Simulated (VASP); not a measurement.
## Zr: relaxation of cell and atoms with PBEsol

Zr:

```xyz
2
Lattice="3.2320 0.0000 0.0000 -1.6160 2.7990 0.0000 0.0000 0.0000 5.1470" Properties=species:S:1:pos:R:3 pbc="T T T"
Zr    1.6160    0.9330    3.8603
Zr    0.0000    1.8660    1.2868
```

```
Program                : VASP 6.6.1
Task                   : relaxation of cell and atoms
Functional             : PBEsol
Potentials or basis    : VASP PAW PBE potentials, release 64 (Zr_sv)
Cutoff                 : 600 eV
k mesh                 : 9 × 9 × 5
Occupations            : fermi-dirac, width 0.05 eV
Spin                   : no spin polarisation
Target pressure        : 10 GPa
Dipole correction      : no
Further INCAR settings : ALGO = Fast; EDIFF = 1e-06; IBRION = 2; EDIFFG = -0.01; NSW = 60; ISIF = 3
```

```
Relaxed volume                                             : 20.57 Å³/atom
Relaxed cell                                               : a = 3.077 Å, b = 3.077 Å, c = 5.018 Å, α = 90.00°, β = 90.00°, γ = 120.00°
Space group after relaxing (to 0.1 Å)                      : P6_3/mmc (No. 194)
Energy change on relaxing (the run minimises the enthalpy) : +47.9 meV/atom
Ionic steps                                                : 11
Pressure after relaxing                                    : 10.0 GPa
Band gap on the k mesh                                     : zero (bands 12 and 13 overlap by 1.12 eV)
```

The path:
```csv
step,energy change (eV),largest force (eV/Å),pressure (GPa),volume (Å³)
1,0.0000,0.0000,-3.22,46.56
2,1.0059,0.0000,38.79,34.78
3,0.0833,0.0000,9.43,41.41
4,0.0935,0.0000,9.97,41.24
5,0.1000,0.0000,10.30,41.14
6,0.0988,0.0000,10.20,41.10
7,0.1000,0.0000,10.16,41.07
8,0.0999,0.0000,10.17,41.08
9,0.0998,0.0000,10.17,41.08
10,0.0916,0.0000,9.66,41.21
11,0.0959,0.0000,10.00,41.14
```

Final structure:
```
CELL_PARAMETERS angstrom
3.07696 0.00000 0.00000
-1.53848 2.66473 0.00000
0.00000 0.00000 5.01751
ATOMIC_POSITIONS crystal
Zr 0.66667 0.33333 0.75000
Zr 0.33333 0.66667 0.25000
```

Levels at points of the mesh, in eV from the Fermi level:
```tsv
k point	band 10	band 11	band 12	band 13	band 14	band 15
(0.00, 0.00, 0.00)	-3.38	0.82	0.91	0.91	1.53	1.67
```

It took 9.1 min on 1 thread of Intel Xeon 8259CL (shared host), peak memory 0.2 GiB.

Caveat: the cell is relaxed towards a set pressure, so the run minimises the enthalpy, not the energy; the PAW data sets were made with another functional, which shifts forces and pressure a little.
